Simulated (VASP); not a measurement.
Set up this calculation in VASP 6.6.1, as the native input.

```
Task                   : single point
Functional             : PBE
Dispersion             : D3(BJ)
Potentials or basis    : VASP PAW PBE potentials, release 64 (W_sv, Si)
Cutoff                 : 520 eV
k mesh                 : 5 × 5 × 1
Occupations            : gaussian, width 0.1 eV
Spin                   : no spin polarisation
Dipole correction      : yes
Further INCAR settings : ALGO = Normal; EDIFF = 1e-06; NBANDS = 98
```

The structure of SiW12 lies in POSCAR:

```
SiW12
1.0
    5.6644156868      0.0000000000      0.0000000000
    0.0000000000      5.6644156868      0.0000000000
    0.0000000000      0.0000000000     21.1500668291
W Si
12 1
Direct
    0.2500000000      0.2500000000      0.1891246979
    0.2500000000      0.7500000000      0.1891246979
    0.7500000000      0.2500000000      0.1891246979
    0.7500000000      0.7500000000      0.1891246979
    0.0000000000      0.0000000000      0.2848852803
    0.0000000000      0.5000000000      0.2848852803
    0.5000000000      0.0000000000      0.2848852803
    0.5000000000      0.5000000000      0.2848852803
    0.2500000000      0.2500000000      0.3806166143
    0.2500000000      0.7500000000      0.3806166143
    0.7500000000      0.2500000000      0.3806166143
    0.7500000000      0.7500000000      0.3806166143
    0.4166666667      0.4166666667      0.4846351982
```

One way to write it, as run:

INCAR

```
  ALGO = Normal
  DIPOL = 0.5 0.5 0.300
  EDIFF = 1E-6
  ENCUT = 520
  GGA = PE
  IDIPOL = 3
  ISIF = 2
  ISMEAR = 0
  IVDW = 12
  LASPH = True
  LCHARG = True
  LDIPOL = True
  LELF = True
  LREAL = False
  LVACPOTAV = True
  LVHAR = True
  LWAVE = False
  NBANDS = 98
  NELM = 80
  PREC = Accurate
  SIGMA = 0.1
```

KPOINTS

```
k-points
0
Gamma
  5 5 1
```

Potentials or basis: VASP PAW PBE potentials, release 64 (W_sv, Si).

Launch:

```bash
$ cat potpaw_PBE.64/W_sv/POTCAR potpaw_PBE.64/Si/POTCAR > POTCAR
$ mpirun -np 1 vasp_std > vasp.out
```

Results of the run:

```
Largest force              : 2.256 eV/Å
Band gap on the k mesh     : zero (bands 86 and 87 overlap by 0.28 eV)
Dispersion energy per atom : -0.402 eV
```

Caveat: spin-orbit coupling is left out, which moves the levels of the heavy elements.

Wall time 52 min on 1 thread of Intel Xeon 8259CL, with other jobs on the host, peak memory 0.84 GiB.
